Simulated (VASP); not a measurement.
KF:

```xyz
2
Lattice="0.0000 2.6719 2.6719 2.6719 0.0000 2.6719 2.6719 2.6719 0.0000" Properties=species:S:1:pos:R:3 pbc="T T T"
K     0.0000    0.0000    0.0000
F     2.6719    2.6719    2.6719
```

| Item | Value |
| --- | --- |
| Program | VASP 6.6.1 |
| Task | relaxation of cell and atoms |
| Functional | LDA |
| Potentials or basis | VASP PAW LDA potentials, release 64 (K_sv, F) |
| Cutoff | 600 eV |
| k mesh | 6 × 6 × 6 |
| Occupations | gaussian, width 0.02 eV |
| Spin | no spin polarisation |

At the start: pressure -3.4 GPa; volume 19.07 Å³/atom.

Q: How do energy, volume and symmetry change on relaxing?

A: Over 3 steps the energy falls by 21.8 meV/atom and the volume is 17.30 Å³/atom (-9.3 %); space group Fm-3m (No. 225, to 0.1 Å) before and after.

Step by step:
| step | energy change (eV) | largest force (eV/Å) | pressure (GPa) | volume (Å³) |
| --- | --- | --- | --- | --- |
| 1 | 0.0000 | 0.0000 | -3.44 | 38.15 |
| 2 | -0.0360 | 0.0000 | -1.64 | 35.93 |
| 3 | -0.0436 | 0.0000 | -0.13 | 34.59 |

Final structure:
```cif
data_structure
_symmetry_space_group_name_H-M 'P 1'
_symmetry_Int_Tables_number 1
_cell_length_a 3.6574
_cell_length_b 3.6574
_cell_length_c 3.6574
_cell_angle_alpha 60.000
_cell_angle_beta 60.000
_cell_angle_gamma 60.000
_cell_volume 34.59
loop_
_atom_site_label
_atom_site_type_symbol
_atom_site_fract_x
_atom_site_fract_y
_atom_site_fract_z
_atom_site_occupancy
K1 K 0.00000 0.00000 0.00000 1
F1 F 0.50000 0.50000 0.50000 1
```
